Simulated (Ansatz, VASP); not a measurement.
## AsIr2: VASP beside Ansatz

```
As Ir
1.0
     2.93161    0.00000    0.00000
    -1.46581    2.53885    0.00000
     0.00000    0.00000   12.23782
As Ir
2 4
Cartesian
  0.0000 1.6926 3.0595
  1.4658 0.8463 9.1784
  0.0000 1.6926 7.2678
  1.4658 0.8463 1.1489
  0.0000 1.6926 11.0889
  1.4658 0.8463 4.9700
```

Alike in both runs: task relaxation of cell and atoms; functional PBE; k mesh 12 × 12 × 4; occupations gaussian, width 0.1 eV; no spin polarisation.

```csv
,VASP,Ansatz
version,VASP 6.6.1,Ansatz 0.2.0
potentials or method,"VASP PAW PBE potentials, release 64 (As, Ir), cutoff 600 eV","scalar-relativistic, plane waves, PAW"
valence electrons in the cell,46,98
```

|  | VASP | Ansatz | Ansatz less VASP |
| --- | --- | --- | --- |
| gap on the k mesh at the Fermi level, each at its own relaxed structure (eV) | none | none | - |
| relaxed volume (Å³/atom) | 15.17 | 15.13 | -0.046 |
| relaxed cell length with the largest relative difference (Å) | 2.886 | 2.883 | -0.0030 |

A gap of «none» marks a metal or a gap that the smearing closes. VASP's potentials hold 46 valence electrons a cell and Ansatz's 98, so a difference there can come from the potentials and not from the codes.

Neither program's run includes spin-orbit coupling.
